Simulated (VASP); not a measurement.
# Mg8HO8 (a cell with a defect) in VASP: single point with PBE

Aim: the single point of Mg8HO8 (a cell with a defect) with PBE.

Everything below comes from runs of VASP 6.6.1. Logs are shortened: lines on timing, memory, paths and dates and some standing lists are left out, and cuts for length are marked.

## Step 1: The cell of the first run

The cell holds a defect, 17 atoms: a = 5.932 Å, b = 5.932 Å, c = 5.932 Å, α = 60.00°, β = 60.00°, γ = 60.00°.

## Step 2: Single point, PBE

File INCAR:

```
SYSTEM = Mg8HO8
ALGO     = Normal         ! electronic algorithm
EDIFF    = 1E-7           ! SCF threshold, eV
ENCUT    = 520            ! plane-wave cutoff, eV
GGA      = PE             ! functional
ISIF     = 2              ! what is computed and relaxed
ISMEAR   = 0              ! smearing method
LASPH    = .TRUE.         ! aspherical terms in the spheres
LCHARG   = .FALSE.        ! write CHGCAR
LREAL    = Auto         
LWAVE    = .FALSE.        ! write WAVECAR
NBANDS   = 46             ! bands
NELECT   = 64.0         
NELM     = 60             ! most SCF steps
PREC     = Accurate       ! precision mode
SIGMA    = 0.02           ! smearing width, eV
```

File KPOINTS:

```
k-points
0
G
  2 2 2
  0 0 0
```

File POSCAR:

```
Mg8HO8
1.0
    0.0000000000      4.1948000000      4.1948000000
    4.1948000000      0.0000000000      4.1948000000
    4.1948000000      4.1948000000      0.0000000000
Mg O H
8 8 1
Direct
   -0.0213485744      0.0193384667     -0.0164587108
   -0.0002802279      0.0103164632      0.4911939783
    0.0030670115      0.5030517546     -0.0083020645
   -0.0002759369      0.4996296605      0.4911887337
    0.5196527844      0.0196446791     -0.0164216411
    0.5015156861      0.0014429770      0.4964947077
    0.5196414609      0.4780485363     -0.0164613331
    0.5104338705      0.4996366930      0.4911516640
    0.2557285210      0.2522494517      0.2406765519
    0.2527922666      0.2491329742      0.7462825403
    0.2537939830      0.7536666826      0.2397408696
    0.2527982264      0.7526671117      0.7462420139
    0.7523753218      0.2521648231      0.2406870411
    0.7565594307      0.2562895728      0.7317463288
    0.7523875989      0.7556497330      0.2406869219
    0.7488758701      0.7527482836      0.7465017402
    0.3222157195      0.8208964671      1.0369325117
```

Potentials or basis: VASP PAW PBE potentials, release 64 (Mg, O, H).

On the command line:

```
cat potpaw_PBE.64/Mg/POTCAR potpaw_PBE.64/O/POTCAR potpaw_PBE.64/H/POTCAR > POTCAR
mpirun -np 1 vasp_std > vasp.out
```

OUTCAR:

```text
SYSTEM = Mg8HO8
   EDIFF = 1E-7
   ENCUT = 520
   GGA = PE
   ISIF = 2
   ISMEAR = 0
   LASPH = .TRUE.
   LREAL = Auto
   NELECT = 64.0
   NELM = 60
   PREC = Accurate

 ion  position               nearest neighbor table
   1  0.979  0.019  0.984-  17 1.87  14 1.99  15 2.06  13 2.06  10 2.12  12 2.12  11 2.23   5 2.72
                             7 2.72   4 2.89   2 2.89   6 2.94   3 2.97   3 2.97   6 3.00   2 3.05
   2  1.000  0.010  0.491-  14 2.04  13 2.09   9 2.09  11 2.13  12 2.13  16 2.13   5 2.89   1 2.89
                             8 2.90   4 2.90   3 2.94   6 2.97   6 2.97   3 2.99   4 3.03   8 3.03
   3  0.003  0.503  0.992-  10 2.09  12 2.09  16 2.09  13 2.10  15 2.10   9 2.10   8 2.94   4 2.94
                             2 2.94   1 2.97   1 2.97   7 2.97   5 2.97   5 2.97   7 2.97   2 2.99
   4  1.000  0.500  0.491-  14 2.04  15 2.09   9 2.09  11 2.13  10 2.13  16 2.13   7 2.89   1 2.89
                             8 2.90   2 2.90   3 2.94   6 2.97   6 2.97   3 2.99   2 3.03   8 3.03
   5  0.520  0.020  0.984-  17 1.87  14 1.99   9 2.06  15 2.06  16 2.12  10 2.12  11 2.23   7 2.72
                             1 2.72   8 2.89   2 2.89   6 2.94   3 2.97   3 2.97   6 3.00   2 3.05
   6  0.502  0.001  0.496-  16 2.09  10 2.09  12 2.09  13 2.10  15 2.10   9 2.10   5 2.94   7 2.94
                             1 2.94   8 2.97   4 2.97   2 2.97   2 2.97   4 2.97   8 2.97   1 3.00
   7  0.520  0.478  0.984-  17 1.87  14 1.99   9 2.06  13 2.06  16 2.12  12 2.12  11 2.23   5 2.72
                             1 2.72   8 2.89   4 2.89   6 2.94   3 2.97   3 2.97   6 3.00   4 3.05
   8  0.510  0.500  0.491-  14 2.04  13 2.09  15 2.09  11 2.13  12 2.13  10 2.13   7 2.89   5 2.89
                             2 2.90   4 2.90   3 2.94   6 2.97   6 2.97   3 2.99   4 3.03   2 3.03
   9  0.256  0.252  0.241-   5 2.06   7 2.06   4 2.09   2 2.09   3 2.10   6 2.10
  10  0.253  0.249  0.746-   6 2.09   3 2.09   1 2.12   5 2.12   8 2.13   4 2.13
  11  0.254  0.754  0.240-  17 0.98   8 2.13   2 2.13   4 2.13   1 2.23   7 2.23   5 2.23
  12  0.253  0.753  0.746-   6 2.09   3 2.09   1 2.12   7 2.12   8 2.13   2 2.13
  13  0.752  0.252  0.241-   7 2.06   1 2.06   2 2.09   8 2.09   3 2.10   6 2.10
  14  0.757  0.256  0.732-   7 1.99   5 1.99   1 1.99   4 2.04   2 2.04   8 2.04
  15  0.752  0.756  0.241-   5 2.06   1 2.06   4 2.09   8 2.09   3 2.10   6 2.10
  16  0.749  0.753  0.747-   6 2.09   3 2.09   7 2.12   5 2.12   2 2.13   4 2.13
  17  0.322  0.821  0.037-  11 0.98   5 1.87   7 1.87   1 1.87

  LATTYP: Found a face centered cubic cell.
 ALAT       =     8.3896000000

  Lattice vectors:

 A1 = (   0.0000000000,   4.1948000000,   4.1948000000)
 A2 = (   4.1948000000,   0.0000000000,   4.1948000000)
 A3 = (   4.1948000000,   4.1948000000,   0.0000000000)

Analysis of symmetry for initial positions (statically):
=====================================================================
 Subroutine PRICEL returns:
 Original cell was already a primitive cell.

 Routine SETGRP: Setting up the symmetry group for a
 face centered cubic supercell.

 Subroutine GETGRP returns: Found  1 space group operations
 (whereof  1 operations were pure point group operations)
 out of a pool of 48 trial point group operations.

The static configuration has the point symmetry C_1 .

Analysis of symmetry for dynamics (positions and initial velocities):
=====================================================================
 Subroutine PRICEL returns:
 Original cell was already a primitive cell.

 Routine SETGRP: Setting up the symmetry group for a
 face centered cubic supercell.

 Subroutine GETGRP returns: Found  1 space group operations
 (whereof  1 operations were pure point group operations)
 out of a pool of 48 trial point group operations.

The dynamic configuration has the point symmetry C_1 .

 Subroutine INISYM returns: Found  1 space group operations
 (whereof  1 operations are pure point group operations),
 and found     1 'primitive' translations

----------------------------------------------------------------------------------------

                                     Primitive cell

  volume of cell :     147.6263

  direct lattice vectors                    reciprocal lattice vectors
     0.000000000  4.194800000  4.194800000    -0.119195194  0.119195194  0.119195194
     4.194800000  0.000000000  4.194800000     0.119195194 -0.119195194  0.119195194
     4.194800000  4.194800000  0.000000000     0.119195194  0.119195194 -0.119195194

  length of vectors
     5.932343051  5.932343051  5.932343051     0.206452132  0.206452132  0.206452132

  position of ions in fractional coordinates (direct lattice)
     0.978651426  0.019338467  0.983541289
     0.999719772  0.010316463  0.491193978
     0.003067012  0.503051755  0.991697935
     0.999724063  0.499629660  0.491188734
     0.519652784  0.019644679  0.983578359
     0.501515686  0.001442977  0.496494708
[... 9 lines left out ...]
     0.748875870  0.752748284  0.746501740
     0.322215720  0.820896467  0.036932512

[... 34 lines left out ...]

  Length of vectors
     0.103226066  0.103226066  0.103226066

  Shift w.r.t. Gamma in fractional coordinates (k-lattice)
     0.000000000  0.000000000  0.000000000

 Subroutine IBZKPT returns following result:
 ===========================================

 Found      8 irreducible k-points:

 Following reciprocal coordinates:
            Coordinates               Weight
  0.000000  0.000000  0.000000      1.000000
  0.500000  0.000000  0.000000      1.000000
  0.000000  0.500000  0.000000      1.000000
  0.000000  0.000000  0.500000      1.000000
  0.500000  0.500000  0.500000      1.000000
  0.500000  0.500000  0.000000      1.000000
  0.000000  0.500000  0.500000      1.000000
  0.500000  0.000000  0.500000      1.000000
   k-points           NKPTS =      8   k-points in BZ     NKDIM =      8   number of bands    NBANDS=     46
   number of dos      NEDOS =    301   number of ions     NIONS =     17
   total plane-waves  NPLWV = 110592
   dimension x,y,z NGX =    48 NGY =   48 NGZ =   48
   dimension x,y,z NGXF=    96 NGYF=   96 NGZF=   96
   ions per type =               8   8   1
   NGX,Y,Z   is equivalent  to a cutoff of  13.45, 13.45, 13.45 a.u.
   NGXF,Y,Z  is equivalent  to a cutoff of  26.90, 26.90, 26.90 a.u.
 SYSTEM =  Mg8HO8
   PREC   = accura    normal or accurate (medium, high low for compatibility)
   ISTART =      0    job   : 0-new  1-cont  2-samecut
   ICHARG =      2    charge: 1-file 2-atom 10-const
   ISPIN  =      1    spin polarized calculation?
   LNONCOLLINEAR =      F non collinear calculations
   LSORBIT =      F    spin-orbit coupling
   LASPH  =      T    aspherical Exc in radial PAW
   ENCUT  =  520.0 eV  38.22 Ry    6.18 a.u.  11.03 11.03 11.03*2*pi/ulx,y,z
   NELM   =     60;   NELMIN=  2; NELMDL= -5     # of ELM steps
   EDIFF  = 0.1E-06   stopping-criterion for ELM
   LREAL  =      T    real-space projection
   EDIFFG = 0.1E-05   stopping-criterion for IOM
   NSW    =      0    number of steps for IOM
   IBRION =     -1    ionic relax: 0-MD 1-quasi-New 2-CG
   NFREE  =      0    steps in history (QN), initial steepest desc. (CG)
   ISIF   =      2    stress and relaxation
   ISYM   =      2    0-nonsym 1-usesym 2-fastsym
   POTIM  = 0.5000    time-step for ionic-motion
   TEBEG  =    0.0;   TEEND  =   0.0 temperature during run
   PSTRESS=    0.0 pullay stress
   NELECT =      64.0000    total number of electrons
   NUPDOWN=      -1.0000    fix difference up-down
   EMIN   =  10.00;   EMAX   =-10.00  energy-range for DOS
   EFERMI =   0.00;   METHOD = LEGACY
   ISMEAR =     0;   SIGMA  =   0.02  broadening in eV -4-tet -1-fermi 0-gaus
   EFERMI_NEDOS =   21; number of points for ismear=-14 and -15
   IALGO  =     38    algorithm
   IMIX   =      4    mixing-type and parameters
     AMIX     =   0.40;   BMIX     =  1.00
     AMIX_MAG =   1.60;   BMIX_MAG =  1.00
  volume/ion in A,a.u.               =       8.68        58.60
  Fermi-wavevector in a.u.,A,eV,Ry     =   1.239025  2.341419 20.887448  1.535184
  Thomas-Fermi vector in A             =   2.373526
   LORBIT       =      0    0 simple, 1 ext, 2 COOP (PROOUT), +10 PAW based schemes
   GGA     = PE    functional components
   LHFCALC =     F    Hartree Fock is set to
   AEXX    =    0.0000 exact exchange contribution
   IVDW    =     0    specifies the selected vdW correction
   LEPSILON=     F    determine dielectric tensor
   LRPA    =     F    only Hartree local field effects (RPA)
 non-spin polarized calculation
 Gauss-broadening in eV      SIGMA  =   0.02
  energy-cutoff  :      520.00
  volume of cell :      147.63
 maximum number of plane-waves:      3996
 NGX is ok and might be reduce to    48
   NGX = 23   NGY = 23   NGZ = 23

 number of electron      64.0000000 magnetization

 Free energy of the ion-electron system (eV)
  ---------------------------------------------------
  ext. energy  EPLUGINS =         0.00000000
  ---------------------------------------------------
  free energy    TOTEN  =      -102.12457389 eV

  energy without entropy =     -102.12457389  energy(sigma->0) =     -102.12457389

 E-fermi :   3.5164     XC(G=0): -11.1109

 val. band max:        3.4169325906   @ k =   0.0000   0.0000   0.0000
 cond. band min:       7.7354548133   @ k =   0.0000   0.0000   0.0000
 fundamental gap:      4.3185222227
 Fermi energy:         3.5163724253

 k-point     1 :       0.0000    0.0000    0.0000
  band No.  band energies     occupation
      1     -16.5652      2.00000
      2     -13.6797      2.00000
      3     -12.7560      2.00000
      4     -12.4029      2.00000
      5     -12.3934      2.00000
      6     -12.3920      2.00000
[... 365 lines left out ...]
     43      14.9743      0.00000
     44      15.0151      0.00000
 [bands above 44 left out]

------------------------ aborting loop because EDIFF is reached ----------------------------------------

  FORCE on cell =-STRESS in cart. coord.  units (eV):
  Direction    XX          YY          ZZ          XY          YZ          ZX
  --------------------------------------------------------------------------------------
  -------------------------------------------------------------------------------------
  Total        2.0300176      1.9857015      2.0304004     -1.8967070      1.8971673      1.9347704
  in kB       22.0316288     21.5506701     22.0357837    -20.5848196     20.5898143     20.9979181
  external PRESSURE =      21.8726942 kB  Pullay stress =       0.0000000 kB

 VOLUME and BASIS-vectors are now :
 -----------------------------------------------------------------------------
  energy-cutoff  :      520.00
  volume of cell :      147.63
      direct lattice vectors                 reciprocal lattice vectors
     0.000000000  4.194800000  4.194800000    -0.119195194  0.119195194  0.119195194
     4.194800000  0.000000000  4.194800000     0.119195194 -0.119195194  0.119195194
     4.194800000  4.194800000  0.000000000     0.119195194  0.119195194 -0.119195194

 POSITION                                       TOTAL-FORCE (eV/Angst)
 -----------------------------------------------------------------------------------
      4.20688      8.23101      4.18637         0.006340     -0.016432     -0.006716
      2.10374      6.25409      4.23690         0.000110     -0.001078      0.002797
      6.27018      4.17284      2.12307         0.000114      0.000839      0.000278
      4.15628      6.25408      6.28949        -0.001435     -0.000809      0.000078
      4.20832      6.30575      2.26224         0.002777      0.004303      0.014028
      2.08875      4.18645      2.10981        -0.002536     -0.001871      0.001163
[... 9 lines left out ...]
      6.28905      6.27281      6.29901        -0.000488      0.001351      0.000985
      3.59842      1.50656      4.79513        -0.075030     -0.083209      0.074646
 -----------------------------------------------------------------------------------
    total drift:                               -0.000982      0.002404      0.002152

  FREE ENERGIE OF THE ION-ELECTRON SYSTEM (eV)
  ---------------------------------------------------
  free  energy   TOTEN  =      -102.1245738857 eV

  energy  without entropy=     -102.1245738857  energy(sigma->0) =     -102.12457389
```

Wall time 1.8 min (1 thread of Intel Xeon Platinum 8559C (Emerald Rapids), shared host); peak memory 0.33 GiB.

Results:

```yaml
Free_energy: -102.1246 eV
Largest_force: 0.161 eV/Å
```

Forces on the atoms (eV/Å):
```
Mg   0.006 -0.016 -0.007
Mg   0.000 -0.001  0.003
Mg   0.000  0.001  0.000
Mg  -0.001 -0.001  0.000
Mg   0.003  0.004  0.014
Mg  -0.003 -0.002  0.001
Mg  -0.014  0.005 -0.004
Mg  -0.002  0.001  0.002
O   -0.001  0.003  0.001
O   -0.002  0.003 -0.001
O    0.094  0.093 -0.092
O    0.001  0.004  0.002
O    0.000 -0.001 -0.003
O   -0.009 -0.009  0.008
O    0.002 -0.002  0.000
O    0.000  0.001  0.001
H   -0.075 -0.083  0.075
```

Caveat: the k points lie up to 0.65 Å⁻¹ apart; the cell carries a net charge on a neutralising background, which shifts energy and pressure; the cell is charged against a uniform background, so pressure and absolute levels hang on convention.
